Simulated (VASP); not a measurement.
# ZnSiP2 (I-42d) in VASP: single point with PBE

Aim: the single point of ZnSiP2 with PBE.

Program: VASP 6.6.1. These are calculated values, not measurements. Logs are shortened: lines on timing, memory, paths and dates and some standing lists are left out, and cuts for length are marked.

## Step 1: The cell of the first run

It takes space group I-42d (No. 122, tetragonal). The conventional cell has a = 5.418 Å, b = 5.418 Å, c = 10.538 Å, α = 90.00°, β = 90.00°, γ = 90.00°. Zn (site symmetry -4) has 4 P at 2.38 Å within 3.1 Å. Si (site symmetry -4) has 4 P at 2.27 Å within 3.0 Å. P (site symmetry 2) has 2 Si at 2.27 Å and 2 Zn at 2.38 Å within 3.0 Å.

## Step 2: Single point, PBE

The input, INCAR:

```
  PREC = Accurate
  ENCUT = 500
  EDIFF = 1E-6
  ISMEAR = 0
  SIGMA = 0.02
  LREAL = F
  LASPH = T
  NELM = 120
  ALGO = Normal
  ISIF = 2
  LWAVE = F
  LCHARG = F
  GGA = PE
  NBANDS = 36
  GGA_COMPAT = F
```

The input, KPOINTS:

```
regular mesh
0
Gamma
  8 8 8
```

The input, POSCAR:

```
ZnSiP2
1.0
   -2.7089149312      2.7089149312      5.2688228020
    2.7089149312     -2.7089149312      5.2688228020
    2.7089149312      2.7089149312     -5.2688228020
Zn Si P
2 2 4
Direct
    0.0000000000      0.0000000000      0.0000000000
    0.7500000000      0.2500000000      0.5000000000
    0.5000000000      0.5000000000      0.0000000000
    0.2500000000      0.7500000000      0.5000000000
    0.3750000000      0.3922484432      0.5172484432
    0.8750000000      0.8577515568      0.4827515568
    0.6077515568      0.1250000000      0.9827515568
    0.1422484432      0.6250000000      0.0172484432
```

Potentials or basis: VASP PAW PBE potentials, release 64 (Zn, Si, P).

Started as:

```sh
> cat potpaw_PBE.64/Zn/POTCAR potpaw_PBE.64/Si/POTCAR potpaw_PBE.64/P/POTCAR > POTCAR
> mpirun -np 1 vasp_std > vasp.out
```

OUTCAR:

```text
PREC = Accurate
   ENCUT = 500
   EDIFF = 1E-6
   ISMEAR = 0
   LREAL = F
   LASPH = T
   NELM = 120
   ISIF = 2
   GGA = PE

 ion  position               nearest neighbor table
   1  0.000  0.000  0.000-   7 2.38   5 2.38   8 2.38   6 2.38
   2  0.750  0.250  0.500-   6 2.38   5 2.38   8 2.38   7 2.38
   3  0.500  0.500  0.000-   5 2.27   6 2.27   8 2.27   7 2.27
   4  0.250  0.750  0.500-   8 2.27   7 2.27   5 2.27   6 2.27
   5  0.375  0.392  0.517-   3 2.27   4 2.27   2 2.38   1 2.38
   6  0.875  0.858  0.483-   3 2.27   4 2.27   2 2.38   1 2.38
   7  0.608  0.125  0.983-   4 2.27   3 2.27   1 2.38   2 2.38
   8  0.142  0.625  0.017-   4 2.27   3 2.27   1 2.38   2 2.38

  LATTYP: Found a body centered tetragonal cell.
 ALAT       =     5.4178298624
 C/A-ratio  =     1.9449938207

  Lattice vectors:

 A1 = (  -2.7089149312,   2.7089149312,   5.2688228020)
 A2 = (   2.7089149312,  -2.7089149312,   5.2688228020)
 A3 = (   2.7089149312,   2.7089149312,  -5.2688228020)

Analysis of symmetry for initial positions (statically):
=====================================================================
 Subroutine PRICEL returns:
 Original cell was already a primitive cell.

 Routine SETGRP: Setting up the symmetry group for a
 body centered tetragonal supercell.

 Subroutine GETGRP returns: Found  8 space group operations
 (whereof  4 operations were pure point group operations)
 out of a pool of 16 trial point group operations.

The static configuration has the point symmetry S_4 .
 The point group associated with its full space group is D_2d.

Analysis of symmetry for dynamics (positions and initial velocities):
=====================================================================
 Subroutine PRICEL returns:
 Original cell was already a primitive cell.

 Routine SETGRP: Setting up the symmetry group for a
 body centered tetragonal supercell.

 Subroutine GETGRP returns: Found  8 space group operations
 (whereof  4 operations were pure point group operations)
 out of a pool of 16 trial point group operations.

The dynamic configuration has the point symmetry S_4 .
 The point group associated with its full space group is D_2d.

 Subroutine INISYM returns: Found  8 space group operations
 (whereof  4 operations are pure point group operations),
 and found     1 'primitive' translations

----------------------------------------------------------------------------------------

                                     Primitive cell

  volume of cell :     154.6551

  direct lattice vectors                    reciprocal lattice vectors
    -2.708914931  2.708914931  5.268822802     0.000000000  0.184575748  0.094897858
     2.708914931 -2.708914931  5.268822802     0.184575748  0.000000000  0.094897858
     2.708914931  2.708914931 -5.268822802     0.184575748  0.184575748  0.000000000

  length of vectors
     6.514363663  6.514363663  6.514363663     0.207542310  0.207542310  0.261029526

  position of ions in fractional coordinates (direct lattice)
     0.000000000  0.000000000  0.000000000
     0.750000000  0.250000000  0.500000000
     0.500000000  0.500000000  0.000000000
     0.250000000  0.750000000  0.500000000
     0.375000000  0.392248443  0.517248443
     0.875000000  0.857751557  0.482751557
     0.607751557  0.125000000  0.982751557
     0.142248443  0.625000000  0.017248443

  ion indices of the primitive-cell ions
   primitive index   ion index
                 1           1
                 2           2
                 3           3
                 4           4
                 5           5
                 6           6
                 7           7
                 8           8

----------------------------------------------------------------------------------------

 KPOINTS: regular mesh

Automatic generation of k-mesh.
 Grid dimensions read from file:
 generate k-points for:    8    8    8

 Generating k-lattice:

  Cartesian coordinates                     Fractional coordinates (reciprocal lattice)
     0.000000000  0.023071969  0.011862232     0.125000000 -0.000000000  0.000000000
     0.023071969  0.000000000  0.011862232    -0.000000000  0.125000000  0.000000000
     0.023071969  0.023071969  0.000000000     0.000000000  0.000000000  0.125000000

  Length of vectors
     0.025942789  0.025942789  0.032628691

  Shift w.r.t. Gamma in fractional coordinates (k-lattice)
     0.000000000  0.000000000  0.000000000

 Subroutine IBZKPT returns following result:
 ===========================================

 Found     59 irreducible k-points:

 Following reciprocal coordinates:
            Coordinates               Weight
  0.000000  0.000000  0.000000      1.000000
  0.125000 -0.000000  0.000000      8.000000
  0.250000 -0.000000  0.000000      8.000000
  0.375000 -0.000000  0.000000      8.000000
  0.500000 -0.000000  0.000000      4.000000
  0.125000  0.125000  0.000000      8.000000
[... 16 lines left out ...]
  0.250000  0.125000  0.125000     16.000000
  0.375000  0.125000  0.125000      8.000000
 [... further k-points ...]
   k-points           NKPTS =     59   k-points in BZ     NKDIM =     59   number of bands    NBANDS=     36
   number of dos      NEDOS =    301   number of ions     NIONS =      8
   total plane-waves  NPLWV = 110592
   dimension x,y,z NGX =    48 NGY =   48 NGZ =   48
   dimension x,y,z NGXF=    96 NGYF=   96 NGZF=   96
   ions per type =               2   2   4
   NGX,Y,Z   is equivalent  to a cutoff of  12.25, 12.25, 12.25 a.u.
   NGXF,Y,Z  is equivalent  to a cutoff of  24.50, 24.50, 24.50 a.u.
 SYSTEM =  unknown system
   PREC   = accura    normal or accurate (medium, high low for compatibility)
   ISTART =      0    job   : 0-new  1-cont  2-samecut
   ICHARG =      2    charge: 1-file 2-atom 10-const
   ISPIN  =      1    spin polarized calculation?
   LNONCOLLINEAR =      F non collinear calculations
   LSORBIT =      F    spin-orbit coupling
   LASPH  =      T    aspherical Exc in radial PAW
   ENCUT  =  500.0 eV  36.75 Ry    6.06 a.u.  11.88 11.88 11.88*2*pi/ulx,y,z
   NELM   =    120;   NELMIN=  2; NELMDL= -5     # of ELM steps
   EDIFF  = 0.1E-05   stopping-criterion for ELM
   LREAL  =      F    real-space projection
   EDIFFG = 0.1E-04   stopping-criterion for IOM
   NSW    =      0    number of steps for IOM
   IBRION =     -1    ionic relax: 0-MD 1-quasi-New 2-CG
   NFREE  =      0    steps in history (QN), initial steepest desc. (CG)
   ISIF   =      2    stress and relaxation
   ISYM   =      2    0-nonsym 1-usesym 2-fastsym
   POTIM  = 0.5000    time-step for ionic-motion
   TEBEG  =    0.0;   TEEND  =   0.0 temperature during run
   PSTRESS=    0.0 pullay stress
   NELECT =      52.0000    total number of electrons
   NUPDOWN=      -1.0000    fix difference up-down
   EMIN   =  10.00;   EMAX   =-10.00  energy-range for DOS
   EFERMI =   0.00;   METHOD = LEGACY
   ISMEAR =     0;   SIGMA  =   0.02  broadening in eV -4-tet -1-fermi 0-gaus
   EFERMI_NEDOS =   21; number of points for ismear=-14 and -15
   IALGO  =     38    algorithm
   IMIX   =      4    mixing-type and parameters
     AMIX     =   0.40;   BMIX     =  1.00
     AMIX_MAG =   1.60;   BMIX_MAG =  1.00
  volume/ion in A,a.u.               =      19.33       130.46
  Fermi-wavevector in a.u.,A,eV,Ry     =   1.138382  2.151229 17.631960  1.295912
  Thomas-Fermi vector in A             =   2.275086
   LORBIT       =      0    0 simple, 1 ext, 2 COOP (PROOUT), +10 PAW based schemes
   GGA     = PE    functional components
   LHFCALC =     F    Hartree Fock is set to
   AEXX    =    0.0000 exact exchange contribution
   IVDW    =     0    specifies the selected vdW correction
   LEPSILON=     F    determine dielectric tensor
   LRPA    =     F    only Hartree local field effects (RPA)
 non-spin polarized calculation
 Gauss-broadening in eV      SIGMA  =   0.02
  energy-cutoff  :      500.00
  volume of cell :      154.66
 maximum number of plane-waves:      3949
   NGX = 23   NGY = 23   NGZ = 23

 number of electron      51.9999998 magnetization

 Free energy of the ion-electron system (eV)
  ---------------------------------------------------
  ext. energy  EPLUGINS =         0.00000000
  ---------------------------------------------------
  free energy    TOTEN  =       -37.20507882 eV

  energy without entropy =      -37.20507882  energy(sigma->0) =      -37.20507882

 E-fermi :   4.5411     XC(G=0):  -9.7062

 val. band max:        4.4201114191   @ k =   0.0000   0.0000   0.0000
 cond. band min:       5.7778606535   @ k =   0.0000   0.0000   0.0000
 fundamental gap:      1.3577492343
 Fermi energy:         4.5411185431

 k-point     1 :       0.0000    0.0000    0.0000
  band No.  band energies     occupation
      1      -8.4734      2.00000
      2      -5.6134      2.00000
      3      -5.6092      2.00000
      4      -5.6092      2.00000
      5      -4.0838      2.00000
      6      -2.3076      2.00000
[... 28 lines left out ...]
     35       9.5549      0.00000
     36       9.9287      0.00000

 k-point     2 :       0.1250   -0.0000    0.0000
  band No.  band energies     occupation
      1      -8.4041      2.00000
      2      -5.7888      2.00000
      3      -5.6691      2.00000
      4      -5.6341      2.00000
      5      -3.9161      2.00000
      6      -2.3335      2.00000
[... 28 lines left out ...]
     35       9.5473      0.00000
     36      10.0429      0.00000

 k-point     3 :       0.2500   -0.0000    0.0000
  band No.  band energies     occupation
      1      -8.2046      2.00000
      2      -6.1909      2.00000
      3      -5.7851      2.00000
      4      -5.7083      2.00000
      5      -3.5854      2.00000
      6      -2.4836      2.00000
[... 28 lines left out ...]
     35       9.3993      0.00000
     36      10.3036      0.00000
[... 742 lines left out ...]
 k-point    23 :       0.2500    0.1250    0.1250
  band No.  band energies     occupation
      1      -7.7330      2.00000
      2      -6.6645      2.00000
      3      -6.0676      2.00000
      4      -5.8372      2.00000
      5      -3.1605      2.00000
      6      -2.6159      2.00000
[... 28 lines left out ...]
     35       9.9101      0.00000
     36      10.2168      0.00000

 k-point    24 :       0.3750    0.1250    0.1250
  band No.  band energies     occupation
      1      -7.5435      2.00000
      2      -6.8792      2.00000
      3      -6.0943      2.00000
      4      -5.8789      2.00000
      5      -3.0627      2.00000
      6      -2.6527      2.00000
[... 28 lines left out ...]
     35       9.6227      0.00000
     36      10.1145      0.00000

 [... further k-points ...]

------------------------ aborting loop because EDIFF is reached ----------------------------------------

  FORCE on cell =-STRESS in cart. coord.  units (eV):
  Direction    XX          YY          ZZ          XY          YZ          ZX
  --------------------------------------------------------------------------------------
  -------------------------------------------------------------------------------------
  Total        0.0392420      0.0392420      0.0357584      0.0000000      0.0000000      0.0000000
  in kB        0.4065340      0.4065340      0.3704452      0.0000000      0.0000000      0.0000000
  external PRESSURE =       0.3945044 kB  Pullay stress =       0.0000000 kB

 VOLUME and BASIS-vectors are now :
 -----------------------------------------------------------------------------
  energy-cutoff  :      500.00
  volume of cell :      154.66
      direct lattice vectors                 reciprocal lattice vectors
    -2.708914931  2.708914931  5.268822802     0.000000000  0.184575748  0.094897858
     2.708914931 -2.708914931  5.268822802     0.184575748  0.000000000  0.094897858
     2.708914931  2.708914931 -5.268822802     0.184575748  0.184575748  0.000000000

 POSITION                                       TOTAL-FORCE (eV/Angst)
 -----------------------------------------------------------------------------------
      0.00000      0.00000      0.00000        -0.000000     -0.000000     -0.000000
     -0.00000      2.70891      2.63441        -0.000000     -0.000000     -0.000000
      0.00000      0.00000      5.26882        -0.000000     -0.000000      0.000000
      2.70891     -0.00000      2.63441         0.000000     -0.000000      0.000000
      1.44791      1.35446      1.31721         0.032330     -0.000000     -0.000000
      1.26101      1.35446      6.58603        -0.032330     -0.000000      0.000000
      1.35446      3.96992     -1.31721         0.000000     -0.032330      0.000000
      1.35446     -1.26101      3.95162         0.000000      0.032330     -0.000000
 -----------------------------------------------------------------------------------
    total drift:                                0.000001      0.000001     -0.000002

  FREE ENERGIE OF THE ION-ELECTRON SYSTEM (eV)
  ---------------------------------------------------
  free  energy   TOTEN  =       -37.2050788152 eV

  energy  without entropy=      -37.2050788152  energy(sigma->0) =      -37.20507882
```

Wall time 8.8 min (1 thread of Oxide Virtual Turin-like, shared host); peak memory 0.45 GiB.

What came out:

| Property | Result |
| --- | --- |
| Free energy | -37.2051 eV |
| Pressure | 0.0 GPa |
| Largest force | 0.032 eV/Å |
| Band gap on the k mesh | 1.36 eV |

Forces on the atoms (eV/Å):
```
Zn   0.000  0.000  0.000
Zn   0.000  0.000  0.000
Si   0.000  0.000  0.000
Si   0.000  0.000  0.000
P    0.032  0.000  0.000
P   -0.032  0.000  0.000
P    0.000 -0.032  0.000
P    0.000  0.032  0.000
```
